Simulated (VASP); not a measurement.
# CoO (R-3m) in VASP: notebook, part 2 of 2

VASP 6.6.1.

### Step 3. Single point, PBE+U, collinear spin, ferromagnetic start (volume scaled by 1.02, then relaxed in part)

Contents of INCAR:

```
PREC = Accurate
ENCUT = 520
EDIFF = 1E-7
ISMEAR = 0
SIGMA = 0.02
LREAL = F
LASPH = T
NELM = 150
ALGO = Normal
ISIF = 2
LWAVE = F
LCHARG = F
ISPIN = 2
MAGMOM = 2.88 0.24
LORBIT = 11
LMAXMIX = 4
LDAU = T
LDAUTYPE = 2
LDAUL = 2 -1
LDAUU = 3.32 0
LDAUJ = 0 0
LDAUPRINT = 1
GGA = PE
NBANDS = 18
```

Contents of KPOINTS:

```
regular mesh
0
Gamma
  12 12 12
```

Contents of POSCAR:

```
CoO
1.0
    1.5470929170      0.8932145121      2.4898077390
   -1.5470929170      0.8932145121      2.4898077390
    0.0000000000     -1.7864290242      2.4898077390
Co O
1 1
Direct
    0.0000000000      0.0000000000      0.0000000000
    0.5000000000      0.5000000000      0.5000000000
```

Potentials or basis: VASP PAW PBE potentials, release 64 (Co, O).

The run is started by

```sh
$ cat potpaw_PBE.64/Co/POTCAR potpaw_PBE.64/O/POTCAR > POTCAR
$ mpirun -np 1 vasp_std > vasp.out
```

It took 86 s on 1 thread of Intel Xeon Platinum 8488C (Sapphire Rapids), shared host; peak memory 0.23 GiB.

It converged, with:

```
Free energy                                           : -11.4460 eV
Pressure                                              : -10.2 GPa
Band gap on the k mesh                                : zero (filled and empty bands overlap)
Net moment                                            : 3.00 μB per cell
Site moments                                          : Co +2.73; O +0.24 μB
Valence electrons inside the program's atomic spheres : Co 7.70; O 4.97
```

Stress tensor (GPa, compression positive):
```
-10.07   0.00   0.00
  0.00 -10.07   0.00
  0.00   0.00 -10.51
```

Levels at points of the mesh, in eV from the Fermi level:
Spin up:
```csv
k point,band 6,band 7,band 8,band 9,band 10,band 11,band 12,band 13
"(0.00, 0.00, 0.00)",-3.92,-2.52,-2.52,-2.41,0.90,16.78,16.78,16.85
"(0.50, 0.00, 0.00)",-3.56,-3.05,-0.58,-0.53,5.16,8.91,13.12,13.37
"(0.50, 0.50, 0.00)",-3.84,-3.69,-3.58,-3.30,5.57,9.71,10.86,15.10
"(0.50, 0.50, 0.50)",-4.10,-2.55,-0.55,-0.55,5.09,9.11,12.92,12.92
```
Spin down:
```csv
k point,band 3,band 4,band 5,band 6,band 7,band 8,band 9,band 10
"(0.00, 0.00, 0.00)",-2.05,-2.05,-1.96,-0.80,-0.80,1.44,1.57,1.57
"(0.50, 0.00, 0.00)",-3.81,-3.56,-1.46,-0.02,0.48,3.62,3.73,5.44
"(0.50, 0.50, 0.00)",-3.25,-3.15,-2.63,-0.54,0.22,2.10,2.26,6.53
"(0.50, 0.50, 0.50)",-3.84,-3.84,-1.14,0.39,0.39,3.63,3.63,5.37
```

Eigenvalues of the final occupation matrices:
```csv
site,spin,trace,eigenvalues
site 1 d,1,4.91,0.97 0.97 0.97 1.00 1.00
site 1 d,2,2.21,0.12 0.12 0.51 0.51 0.96
```

Caveat: the cell differs from its parent crystal (volume scaled by 1.02, then relaxed in part); a cell with one magnetic atom can't hold antiferromagnetic order, which such compounds often take.

### Step 4. Relaxation of shape and atoms at fixed volume, PBE+U, collinear spin, ferromagnetic start (volume scaled by 0.88)

INCAR, as its differences from that of step 3:

```diff
@@ -1,4 +1,4 @@
 PREC = Accurate
-ENCUT = 520
-EDIFF = 1E-7
+ENCUT = 600
+EDIFF = 1E-6
 ISMEAR = 0
@@ -9,3 +9,3 @@
 ALGO = Normal
-ISIF = 2
+ISIF = 4
 LWAVE = F
@@ -23,2 +23,4 @@
 GGA = PE
-NBANDS = 18
+IBRION = 2
+NSW = 50
+EDIFFG = -0.01
```

KPOINTS is that of step 3.

Contents of POSCAR:

```
CoO
1.0
    1.4726402129      0.8502292234      2.3703205578
   -1.4726402129      0.8502292234      2.3703205578
    0.0000000000     -1.7004584466      2.3703205579
Co O
1 1
Direct
    0.0000000000      0.0000000000      0.0000000000
    0.5000000000      0.5000000000      0.5000000000
```

The run is started by

```sh
$ cat potpaw_PBE.64/Co/POTCAR potpaw_PBE.64/O/POTCAR > POTCAR
$ mpirun -np 1 vasp_std > vasp.out
```

Run time: 9.7 min. Hardware: 1 thread of Oxide Virtual Turin-like, shared host; peak memory 0.19 GiB.

The run converged. Its results:

- Free energy: -11.4125 eV
- Energy gained by relaxing: 1.2 meV/atom
- Ionic steps: 5
- Pressure after relaxing: 17.2 GPa
- Band gap on the k mesh: zero (filled and empty bands overlap)
- Net moment: 3.00 μB per cell
- Site moments: Co +2.72; O +0.27 μB
- Valence electrons inside the program's atomic spheres: Co 7.95; O 5.04

Stress tensor (GPa, compression positive):
```
17.25  0.00  0.00
 0.00 17.25  0.00
 0.00  0.00 17.17
```

Step by step:
| step | energy change (eV) | largest force (eV/Å) | pressure (GPa) | volume (Å³) |
| --- | --- | --- | --- | --- |
| 1 | 0.0000 | 0.0000 | 17.66 | 17.81 |
| 2 | -0.0007 | 0.0000 | 17.60 | 17.81 |
| 3 | -0.0020 | 0.0000 | 17.42 | 17.81 |
| 4 | -0.0020 | 0.0000 | 16.92 | 17.81 |
| 5 | -0.0025 | 0.0000 | 17.22 | 17.81 |

Final structure:
```
Co O
1.0
     1.48955    0.85999    2.31680
    -1.48955    0.85999    2.31680
     0.00000   -1.71999    2.31680
Co O
1 1
Cartesian
  0.0000 0.0000 0.0000
  0.0000 0.0000 3.4752
```

Levels at points of the mesh, in eV from the Fermi level:
Spin up:
| k point | band 7 | band 8 | band 9 | band 10 | band 11 | band 12 |
| --- | --- | --- | --- | --- | --- | --- |
| (0.00, 0.00, 0.00) | -3.10 | -3.10 | -2.75 | 1.79 | 17.41 | 17.50 |
| (0.50, 0.00, 0.00) | -3.02 | -0.28 | -0.26 | 5.65 | 10.23 | 14.13 |
| (0.50, 0.50, 0.00) | -3.80 | -3.72 | -3.20 | 6.65 | 10.72 | 11.48 |
| (0.50, 0.50, 0.50) | -2.31 | -0.24 | -0.24 | 5.29 | 11.02 | 13.50 |
Spin down:
```
           k point  band 2  band 3  band 4  band 5  band 6  band 7  band 8  band 9  band 10  band 11
(0.00, 0.00, 0.00)   -2.58   -2.58   -2.51   -2.24   -1.06   -1.06    1.40    1.40     2.35    17.27
(0.50, 0.00, 0.00)   -8.01   -4.45   -4.44   -1.41   -0.06    0.66    4.00    4.19     5.94    11.08
(0.50, 0.50, 0.00)   -6.66   -4.04   -3.64   -3.05   -0.47    0.32    2.10    2.49     7.64    11.16
(0.50, 0.50, 0.50)   -8.12   -4.83   -4.83   -0.86    0.49    0.49    4.14    4.14     5.57    11.79
```

Eigenvalues of the final occupation matrices:
| site | spin | trace | eigenvalues |
| --- | --- | --- | --- |
| site 1 d | 1 | 4.96 | 0.97 0.97 0.97 1.02 1.02 |
| site 1 d | 2 | 2.28 | 0.14 0.14 0.52 0.52 0.96 |

Caveat: the cell differs from its parent crystal (volume scaled by 0.88); a cell with one magnetic atom can't hold antiferromagnetic order, which such compounds often take. The state reached can hang on the start; a lower one may exist.

### Step 5. Relaxation of shape and atoms at fixed volume, PBE+U, collinear spin, ferromagnetic start (volume scaled by 0.91)

Contents of INCAR:

```
SYSTEM = CoO
ALGO = Normal
EDIFF = 1E-6
EDIFFG = -0.01
ENCUT = 600
GGA = PE
IBRION = 2
ISIF = 4
ISMEAR = 0
ISPIN = 2
LASPH = .True.
LCHARG = .False.
LDAU = .True.
LDAUJ = 0 0
LDAUL = 2 -1
LDAUPRINT = 1
LDAUTYPE = 2
LDAUU = 3.32 0
LMAXMIX = 4
LORBIT = 11
LREAL = .False.
LWAVE = .False.
MAGMOM = 2.88 0.24
NELM = 150
NSW = 50
PREC = Accurate
SIGMA = 0.02
```

Contents of KPOINTS:

```
k-points
0
Gamma
  12 12 12
  0 0 0
```

Contents of POSCAR:

```
CoO
1.0
    1.4891881172      0.8597831604      2.3969556025
   -1.4891881172      0.8597831604      2.3969556025
    0.0000000000     -1.7195663206      2.3969556026
Co O
1 1
Direct
    0.0000000000      0.0000000000      0.0000000000
    0.5000000000      0.5000000000      0.5000000000
```

The run is started by

```sh
$ cat potpaw_PBE.64/Co/POTCAR potpaw_PBE.64/O/POTCAR > POTCAR
$ mpirun -np 1 vasp_std > vasp.out
```

Run time: 9.7 min. Hardware: 1 thread of Oxide Virtual Turin-like, shared host; peak memory 0.2 GiB.

It converged, with:

| Item | Value |
| --- | --- |
| Free energy | -11.4642 eV |
| Energy gained by relaxing | 0.7 meV/atom |
| Ionic steps | 5 |
| Pressure after relaxing | 9.4 GPa |
| Band gap on the k mesh | zero (filled and empty bands overlap) |
| Net moment | 3.00 μB per cell |
| Site moments | Co +2.72; O +0.26 μB |
| Valence electrons inside the program's atomic spheres | Co 7.89; O 5.03 |

The path:
```
step  energy change (eV)  largest force (eV/Å)  pressure (GPa)  volume (Å³)
   1              0.0000                0.0000            9.61        18.41
   2             -0.0004                0.0000            9.57        18.41
   3             -0.0012                0.0000            9.43        18.41
   4             -0.0007                0.0000            9.13        18.41
   5             -0.0014                0.0000            9.36        18.41
```

Final structure:
```cif
data_structure
_symmetry_space_group_name_H-M 'P 1'
_symmetry_Int_Tables_number 1
_cell_length_a 2.9277
_cell_length_b 2.9277
_cell_length_c 2.9277
_cell_angle_alpha 61.682
_cell_angle_beta 61.682
_cell_angle_gamma 61.682
_cell_volume 18.41
loop_
_atom_site_label
_atom_site_type_symbol
_atom_site_fract_x
_atom_site_fract_y
_atom_site_fract_z
_atom_site_occupancy
Co1 Co 0.00000 0.00000 0.00000 1
O1 O 0.50000 0.50000 0.50000 1
```

Levels at points of the mesh, in eV from the Fermi level:
Spin up:
```
           k point  band 7  band 8  band 9  band 10  band 11  band 12
(0.00, 0.00, 0.00)   -2.97   -2.97   -2.69     1.56    17.28    17.35
(0.50, 0.00, 0.00)   -3.03   -0.35   -0.34     5.52     9.92    13.89
(0.50, 0.50, 0.00)   -3.88   -3.75   -3.22     6.38    10.48    11.32
(0.50, 0.50, 0.50)   -2.38   -0.33   -0.33     5.25    10.52    13.40
```
Spin down:
```csv
k point,band 4,band 5,band 6,band 7,band 8,band 9
"(0.00, 0.00, 0.00)",-2.46,-2.20,-0.99,-0.99,1.44,1.44
"(0.50, 0.00, 0.00)",-4.24,-1.42,-0.05,0.61,3.91,4.07
"(0.50, 0.50, 0.00)",-3.55,-2.95,-0.50,0.29,2.09,2.43
"(0.50, 0.50, 0.50)",-4.58,-0.94,0.46,0.46,4.00,4.00
```

Eigenvalues of the final occupation matrices:
```tsv
site	spin	trace	eigenvalues
site 1 d	1	4.94	0.97 0.97 0.97 1.02 1.02
site 1 d	2	2.26	0.14 0.14 0.51 0.51 0.96
```

Caveat: the cell differs from its parent crystal (volume scaled by 0.91); a cell with one magnetic atom can't hold antiferromagnetic order, which such compounds often take. The state reached can hang on the start; a lower one may exist.

### Step 6. Overview

```tsv
task	cell	cutoff (eV)	gap on the mesh (eV)	pressure (GPa)	moment (μB)
single point	a = 3.044 Å, angles 60.6°, 2 atoms	520	none	-7.4	3.00
single point	a = 3.064 Å, angles 60.6°, 2 atoms	520	none	-10.2	3.00
relaxation of shape and atoms at fixed volume	relaxed from a = 2.917 Å, angles 60.6°, 2 atoms	600	none	17.2	3.00
relaxation of shape and atoms at fixed volume	relaxed from a = 2.950 Å, angles 60.6°, 2 atoms	600	none	9.4	3.00
```

Alike in all rows: level PBE+U; potentials or basis VASP PAW PBE potentials, release 64 (Co, O); spin collinear, ferromagnetic start; Co d U = 3.32 eV; k mesh 12 × 12 × 12; smearing gaussian 0.02 eV.

Caveats: a cell with one magnetic atom can't hold antiferromagnetic order, which such compounds often take.

Absolute energies hang on the potentials; compare differences alone.
